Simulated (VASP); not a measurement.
# Ag (P6_3/mmc) in VASP: notebook

Runs on Ag. Level: PBEsol. Tasks: relaxation of cell and atoms.

All numbers are computed with VASP 6.6.1; they aren't measurements. Logs are shortened: lines on timing, memory, paths and dates and some standing lists are left out, and cuts for length are marked.

**1. The cell of the first run**

It takes space group P6_3/mmc (No. 194, hexagonal). Conventional cell: a = 2.830 Å, b = 2.830 Å, c = 9.246 Å, α = 90.00°, β = 90.00°, γ = 120.00°. Within 3.7 Å of Ag (site symmetry -3m) lie 12 Ag at 2.83 Å. Ag (site symmetry -6m2) has 12 Ag at 2.83 Å within 3.7 Å.

This isn't the form of Ag at room conditions, which is fcc.

**2. Relaxation of cell and atoms, PBEsol, target pressure 5 GPa, at which the enthalpy is minimised**

Input file INCAR:

```
PREC = Accurate
ENCUT = 600
EDIFF = 1E-6
ISMEAR = 0
SIGMA = 0.1
LREAL = False
LASPH = True
NELM = 60
ALGO = Fast
ISIF = 3
LWAVE = False
LCHARG = False
GGA = PS
IBRION = 2
NSW = 70
EDIFFG = -0.008
PSTRESS = 50.0
```

Input file KPOINTS:

```
Automatic mesh
0
Gamma
  18 18 6
```

Input file POSCAR:

```
Ag
1.0
    2.8299303053      0.0000000000      0.0000000000
   -1.4149651526      2.4507915353      0.0000000000
    0.0000000000      0.0000000000      9.2456528009
Ag
4
Direct
    0.0000000000      0.0000000000      0.0000000000
    0.0000000000      0.0000000000      0.5000000000
    0.3333333333      0.6666666667      0.2500000000
    0.6666666667      0.3333333333      0.7500000000
```

Potentials or basis: VASP PAW PBE potentials, release 64 (Ag).

Run with:

```bash
$ cat potpaw_PBE.64/Ag/POTCAR > POTCAR
$ mpirun -np 1 vasp_std > vasp.out
```

OUTCAR:

```text
PREC = Accurate
   ENCUT = 600
   EDIFF = 1E-6
   ISMEAR = 0
   LREAL = False
   LASPH = True
   NELM = 60
   ISIF = 3
   GGA = PS
   IBRION = 2
   NSW = 70
   EDIFFG = -0.008
   PSTRESS = 50.0

 ion  position               nearest neighbor table
   1  0.000  0.000  0.000-   3 2.83   4 2.83   3 2.83   4 2.83   4 2.83   3 2.83
   2  0.000  0.000  0.500-   3 2.83   4 2.83   3 2.83   4 2.83   4 2.83   3 2.83
   3  0.333  0.667  0.250-   1 2.83   2 2.83   1 2.83   2 2.83   1 2.83   2 2.83
   4  0.667  0.333  0.750-   1 2.83   2 2.83   1 2.83   2 2.83   1 2.83   2 2.83

  LATTYP: Found a hexagonal cell.
 ALAT       =     2.8299303053
 C/A-ratio  =     3.2670955831

  Lattice vectors:

 A1 = (   2.8299303053,   0.0000000000,   0.0000000000)
 A2 = (  -1.4149651526,   2.4507915353,   0.0000000000)
 A3 = (   0.0000000000,   0.0000000000,   9.2456528009)

Analysis of symmetry for initial positions (statically):
=====================================================================
 Subroutine PRICEL returns:
 Original cell was already a primitive cell.

 Routine SETGRP: Setting up the symmetry group for a
 hexagonal supercell.

 Subroutine GETGRP returns: Found 24 space group operations
 (whereof 12 operations were pure point group operations)
 out of a pool of 24 trial point group operations.

The static configuration has the point symmetry D_3d.
 The point group associated with its full space group is D_6h.

Analysis of symmetry for dynamics (positions and initial velocities):
=====================================================================
 Subroutine PRICEL returns:
 Original cell was already a primitive cell.

 Routine SETGRP: Setting up the symmetry group for a
 hexagonal supercell.

 Subroutine GETGRP returns: Found 24 space group operations
 (whereof 12 operations were pure point group operations)
 out of a pool of 24 trial point group operations.

The dynamic configuration has the point symmetry D_3d.
 The point group associated with its full space group is D_6h.

 Subroutine INISYM returns: Found 24 space group operations
 (whereof 12 operations are pure point group operations),
 and found     1 'primitive' translations

----------------------------------------------------------------------------------------

                                     Primitive cell

  volume of cell :      64.1239

  direct lattice vectors                    reciprocal lattice vectors
     2.829930305  0.000000000  0.000000000     0.353365593  0.204015720  0.000000000
    -1.414965153  2.450791535  0.000000000     0.000000000  0.408031440  0.000000000
     0.000000000  0.000000000  9.245652801     0.000000000  0.000000000  0.108158939

  length of vectors
     2.829930305  2.829930305  9.245652801     0.408031440  0.408031440  0.108158939

  position of ions in fractional coordinates (direct lattice)
     0.000000000  0.000000000  0.000000000
     0.000000000  0.000000000  0.500000000
     0.333333333  0.666666667  0.250000000
     0.666666667  0.333333333  0.750000000

  ion indices of the primitive-cell ions
   primitive index   ion index
                 1           1
                 2           2
                 3           3
                 4           4

----------------------------------------------------------------------------------------

 KPOINTS: Automatic mesh

Automatic generation of k-mesh.
 Grid dimensions read from file:
 generate k-points for:   18   18    6

 Generating k-lattice:

  Cartesian coordinates                     Fractional coordinates (reciprocal lattice)
[... 67 lines left out ...]
   ISYM   =      2    0-nonsym 1-usesym 2-fastsym
   POTIM  = 0.5000    time-step for ionic-motion
   TEBEG  =    0.0;   TEEND  =   0.0 temperature during run
   PSTRESS=   50.0 pullay stress
   NELECT =      44.0000    total number of electrons
   NUPDOWN=      -1.0000    fix difference up-down
   EMIN   =  10.00;   EMAX   =-10.00  energy-range for DOS
   EFERMI =   0.00;   METHOD = LEGACY
   ISMEAR =     0;   SIGMA  =   0.10  broadening in eV -4-tet -1-fermi 0-gaus
   EFERMI_NEDOS =   21; number of points for ismear=-14 and -15
   IALGO  =     68    algorithm
   IMIX   =      4    mixing-type and parameters
     AMIX     =   0.40;   BMIX     =  1.00
     AMIX_MAG =   1.60;   BMIX_MAG =  1.00
  volume/ion in A,a.u.               =      16.03       108.18
  Fermi-wavevector in a.u.,A,eV,Ry     =   1.443951  2.728672 28.368077  2.084995
  Thomas-Fermi vector in A             =   2.562301
   LORBIT       =      0    0 simple, 1 ext, 2 COOP (PROOUT), +10 PAW based schemes
   GGA     = PS    functional components
   LHFCALC =     F    Hartree Fock is set to
   AEXX    =    0.0000 exact exchange contribution
   IVDW    =     0    specifies the selected vdW correction
   LEPSILON=     F    determine dielectric tensor
   LRPA    =     F    only Hartree local field effects (RPA)
 conjugate gradient relaxation of ions
 non-spin polarized calculation
 RMM-DIIS sequential band-by-band and
 Gauss-broadening in eV      SIGMA  =   0.10
  energy-cutoff  :      600.00
  volume of cell :       64.12
 maximum number of plane-waves:      2161
 NGX is ok and might be reduce to    24
   NGX = 11   NGY = 11   NGZ = 37

--------------------------------------- Ionic step        1  -------------------------------------------

 number of electron      44.0000007 magnetization

 Free energy of the ion-electron system (eV)
  ---------------------------------------------------
  ext. energy  EPLUGINS =         0.00000000
  ---------------------------------------------------
  free energy    TOTEN  =       -13.19160856 eV

  energy without entropy =      -13.18620756  energy(sigma->0) =      -13.18890806

------------------------ aborting loop because EDIFF is reached ----------------------------------------

  FORCE on cell =-STRESS in cart. coord.  units (eV):
  Direction    XX          YY          ZZ          XY          YZ          ZX
  --------------------------------------------------------------------------------------
  -------------------------------------------------------------------------------------
  Total        1.9606047      1.9606047      1.9643580      0.0000000     -0.0000000      0.0000000
  in kB       48.9870101     48.9870101     49.0807896      0.0000000     -0.0000000      0.0000000
  external PRESSURE =      -0.9817300 kB  Pullay stress =      50.0000000 kB

 VOLUME and BASIS-vectors are now :
 -----------------------------------------------------------------------------
  energy-cutoff  :      600.00
  volume of cell :       64.12
      direct lattice vectors                 reciprocal lattice vectors
     2.829930305  0.000000000  0.000000000     0.353365593  0.204015720  0.000000000
    -1.414965153  2.450791535  0.000000000     0.000000000  0.408031440  0.000000000
     0.000000000  0.000000000  9.245652801     0.000000000  0.000000000  0.108158939

 POSITION                                       TOTAL-FORCE (eV/Angst)
 -----------------------------------------------------------------------------------
      0.00000      0.00000      0.00000         0.000000      0.000000      0.000000
      0.00000      0.00000      4.62283        -0.000000      0.000000      0.000000
     -0.00000      1.63386      2.31141        -0.000000     -0.000000     -0.000000
      1.41497      0.81693      6.93424         0.000000      0.000000     -0.000000
 -----------------------------------------------------------------------------------
    total drift:                               -0.000000      0.000000     -0.000000

  FREE ENERGIE OF THE ION-ELECTRON SYSTEM (eV)
  ---------------------------------------------------
  free  energy   TOTEN  =       -13.1916085647 eV

  energy  without entropy=      -13.1862075578  energy(sigma->0) =      -13.18890806

  enthalpy is  TOTEN    =       -11.1904610029 eV   P V=        2.0011475618

--------------------------------------- Ionic step        2  -------------------------------------------

 number of electron      44.0000007 magnetization

 Free energy of the ion-electron system (eV)
  ---------------------------------------------------
  ext. energy  EPLUGINS =         0.00000000
  ---------------------------------------------------
  free energy    TOTEN  =       -13.18877068 eV

  energy without entropy =      -13.18338123  energy(sigma->0) =      -13.18607595

 E-fermi :   9.0955     XC(G=0): -12.7922

 val. band max:        9.0898079238   @ k =   0.2222   0.2222   0.0000
 cond. band min:       9.1199400261   @ k =   0.3889   0.0556   0.0000
 fundamental gap:      0.0301321023
 Fermi energy:         9.0954586372

 k-point     1 :       0.0000    0.0000    0.0000
  band No.  band energies     occupation
      1       0.8295      2.00000
      2       2.3000      2.00000
      3       2.3080      2.00000
      4       2.3284      2.00000
      5       4.1113      2.00000
      6       4.1113      2.00000
[... 685 lines left out ...]
     25      14.4656      0.00000
     26      14.5663      0.00000

 [... further k-points ...]

------------------------ aborting loop because EDIFF is reached ----------------------------------------

  FORCE on cell =-STRESS in cart. coord.  units (eV):
  Direction    XX          YY          ZZ          XY          YZ          ZX
  --------------------------------------------------------------------------------------
  -------------------------------------------------------------------------------------
  Total        2.0246366      2.0246366      2.0256916      0.0000000      0.0000000      0.0000000
  in kB       50.6588757     50.6588757     50.6852709      0.0000000      0.0000000      0.0000000
  external PRESSURE =       0.6676741 kB  Pullay stress =      50.0000000 kB

 VOLUME and BASIS-vectors are now :
 -----------------------------------------------------------------------------
  energy-cutoff  :      600.00
  volume of cell :       64.03
      direct lattice vectors                 reciprocal lattice vectors
     2.828546544  0.000000000  0.000000000     0.353538464  0.204115527  0.000000000
    -1.414273272  2.449593163  0.000000000    -0.000000000  0.408231054  0.000000000
     0.000000000 -0.000000000  9.241550450     0.000000000 -0.000000000  0.108206951

 POSITION                                       TOTAL-FORCE (eV/Angst)
 -----------------------------------------------------------------------------------
      0.00000      0.00000      0.00000         0.000000      0.000000      0.000000
      2.82855      0.00000      4.62078         0.000000     -0.000000      0.000000
     -0.00000      1.63306      2.31039        -0.000000     -0.000000     -0.000000
      1.41427      0.81653      6.93116        -0.000000      0.000000      0.000000
 -----------------------------------------------------------------------------------
    total drift:                               -0.000000      0.000000     -0.000000

  FREE ENERGIE OF THE ION-ELECTRON SYSTEM (eV)
  ---------------------------------------------------
  free  energy   TOTEN  =       -13.1887706816 eV

  energy  without entropy=      -13.1833812253  energy(sigma->0) =      -13.18607595

  enthalpy is  TOTEN    =       -11.1904667110 eV   P V=        1.9983039707

 reached required accuracy - stopping structural energy minimisation
```

Run time: 2.4 min. Hardware: 1 thread of Intel Xeon 6975P-C (Granite Rapids), shared host; peak memory 0.37 GiB.

Results:

```
Free energy                                                : -13.1888 eV
Relaxed volume                                             : 16.01 Å³/atom
Relaxed cell                                               : a = 2.829 Å, b = 2.829 Å, c = 9.242 Å, α = 90.00°, β = 90.00°, γ = 120.00°
Space group after relaxing (to 0.1 Å)                      : P6_3/mmc (No. 194)
Energy change on relaxing (the run minimises the enthalpy) : +0.7 meV/atom
Ionic steps                                                : 2
Pressure after relaxing                                    : 5.1 GPa
Band gap on the k mesh                                     : zero (bands 22 and 23 overlap by 6.70 eV)
```

Step by step:
```tsv
step	energy change (eV)	largest force (eV/Å)	pressure (GPa)	volume (Å³)
1	0.0000	0.0000	4.90	64.12
2	0.0028	0.0000	5.07	64.03
```

Final structure:
```
Ag
1.0
     2.82855    0.00000    0.00000
    -1.41427    2.44959    0.00000
     0.00000    0.00000    9.24155
Ag
4
Direct
  0.00000 0.00000 0.00000
  0.00000 0.00000 0.50000
  0.33333 0.66667 0.25000
  0.66667 0.33333 0.75000
```

Caveat: the cell is relaxed towards a set pressure, so the run minimises the enthalpy, not the energy; the PAW data sets were made with another functional, which shifts forces and pressure a little.

**3. Relaxation of cell and atoms, PBEsol, target pressure 2 GPa, at which the enthalpy is minimised**

This run uses another cell than the first one, of 16.35 Å³/atom.

Input file INCAR:

```
SYSTEM = Ag
  PREC = Accurate
  ENCUT = 600
  EDIFF = 1E-6
  ISMEAR = 0
  SIGMA = 0.1
  LREAL = .False.
  LASPH = .True.
  NELM = 80
  ALGO = Fast
  ISIF = 3
  LWAVE = .False.
  LCHARG = .False.
  GGA = PS
  IBRION = 2
  NSW = 70
  EDIFFG = -0.008
  PSTRESS = 20.0
```

Input file KPOINTS:

```
regular mesh
0
Gamma
  18 18 6
  0 0 0
```

Input file POSCAR:

```
Ag
1.0
    2.8491469499      0.0000000000      0.0000000000
   -1.4245734749      2.4674336377      0.0000000000
    0.0000000000      0.0000000000      9.3052631414
Ag
4
Direct
    0.0000000000      0.0000000000      0.0000000000
    0.0000000000      0.0000000000      0.5000000000
    0.3333333333      0.6666666667      0.2500000000
    0.6666666667      0.3333333333      0.7500000000
```

Potentials or basis: VASP PAW PBE potentials, release 64 (Ag).

Run with:

```bash
$ cat potpaw_PBE.64/Ag/POTCAR > POTCAR
$ mpirun -np 1 vasp_std > vasp.out
```

Run time: 3.2 min. Hardware: 1 thread of Intel Xeon 6975P-C (Granite Rapids), shared host; peak memory 0.38 GiB.

Results (log left out):

| Property | Result |
| --- | --- |
| Free energy | -13.2214 eV |
| Relaxed volume | 16.37 Å³/atom |
| Relaxed cell | a = 2.850 Å, b = 2.850 Å, c = 9.309 Å, α = 90.00°, β = 90.00°, γ = 120.00° |
| Space group after relaxing (to 0.1 Å) | P6_3/mmc (No. 194) |
| Energy change on relaxing (the run minimises the enthalpy) | -0.2 meV/atom |
| Ionic steps | 3 |
| Pressure after relaxing | 2.0 GPa |
| Band gap on the k mesh | zero (bands 22 and 23 overlap by 6.63 eV) |

The path:
```tsv
step	energy change (eV)	largest force (eV/Å)	pressure (GPa)	volume (Å³)
1	0.0000	0.0000	2.15	65.42
2	-0.0019	0.0000	1.87	65.57
3	-0.0008	0.0000	1.99	65.48
```

Final structure:
```xyz
4
Lattice="2.8499 0.0000 0.0000 -1.4250 2.4681 0.0000 0.0000 0.0000 9.3090" Properties=species:S:1:pos:R:3 pbc="T T T"
Ag    0.0000    0.0000    9.3090
Ag    0.0000    0.0000    4.6545
Ag    0.0000    1.6454    2.3272
Ag    1.4250    0.8227    6.9817
```

Levels at points of the mesh, in eV from the Fermi level:
```csv
k point,band 20,band 21,band 22,band 23,band 24,band 25
"(0.00, 0.00, 0.00)",-3.38,-3.38,-2.95,-2.95,-0.53,3.86
"(0.50, 0.00, 0.00)",-2.72,-0.28,0.66,1.10,1.63,4.57
"(0.00, 0.00, 0.50)",-3.13,-3.13,-3.13,-2.59,-2.59,6.74
"(0.50, 0.00, 0.50)",-2.76,0.22,0.22,1.45,1.45,4.97
```

Caveat: the cell is relaxed towards a set pressure, so the run minimises the enthalpy, not the energy; the PAW data sets were made with another functional, which shifts forces and pressure a little.

The gap in the log of VASP goes by the Fermi energy; the results here count the filled bands.